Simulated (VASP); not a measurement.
Write the native input for VASP 6.6.1 that does the following.

```yaml
Task: single point
Functional: PBEsol
Potentials_or_basis: VASP PAW PBE potentials, release 64 (Ti_sv, Al)
Cutoff: 520 eV
k_mesh: 7 × 7 × 7
Occupations: fermi-dirac, width 0.05 eV
Spin: no spin polarisation
Dipole_correction: no
Further_INCAR_settings: ALGO = Fast; EDIFF = 1e-06; NBANDS = 18
```

The structure of TiAl3 lies in POSCAR:

```
TiAl3
1.0
    3.9556712500      0.0000000000      0.0000000000
    0.0000000000      3.9556712500      0.0000000000
    0.0000000000      0.0000000000      3.9556712500
Ti Al
1 3
Direct
   -0.0002500000     -0.0129780000      0.0046920000
    0.0011090000      0.5074710000      0.5093790000
    0.5091560000     -0.0104980000      0.5058130000
    0.5053880000      0.5059400000     -0.0011050000
```

This cell differs from its parent crystal: atoms moved at random.

The input as run:

INCAR

```
PREC     = Accurate       # precision mode
ENCUT    = 520            # plane-wave cutoff, eV
EDIFF    = 1E-6           # SCF threshold, eV
ISMEAR   = -1             # smearing method
SIGMA    = 0.05           # smearing width, eV
LREAL    = False          # projectors in reciprocal space
LASPH    = True           # aspherical terms in the spheres
NELM     = 60             # most SCF steps
ALGO     = Fast           # electronic algorithm
ISIF     = 2              # what is computed and relaxed
LWAVE    = False          # write WAVECAR
LCHARG   = False          # write CHGCAR
GGA      = PS             # functional
NBANDS   = 18             # bands
```

KPOINTS

```
regular mesh
0
Gamma
  7 7 7
```

Potentials or basis: VASP PAW PBE potentials, release 64 (Ti_sv, Al).

The run is started by

```sh
$ cat potpaw_PBE.64/Ti_sv/POTCAR potpaw_PBE.64/Al/POTCAR > POTCAR
$ mpirun -np 1 vasp_std > vasp.out
```

Results of the run:

```yaml
Pressure: -0.2 GPa
Largest_force: 0.702 eV/Å
```

Caveat: the cell differs from its parent crystal (atoms moved at random); the PAW data sets were made with another functional, which shifts forces and pressure a little.

It took 2.6 min on 1 thread of Intel(R) Xeon(R) 6975P-C (Granite Rapids) (shared host), peak memory 0.3 GiB.
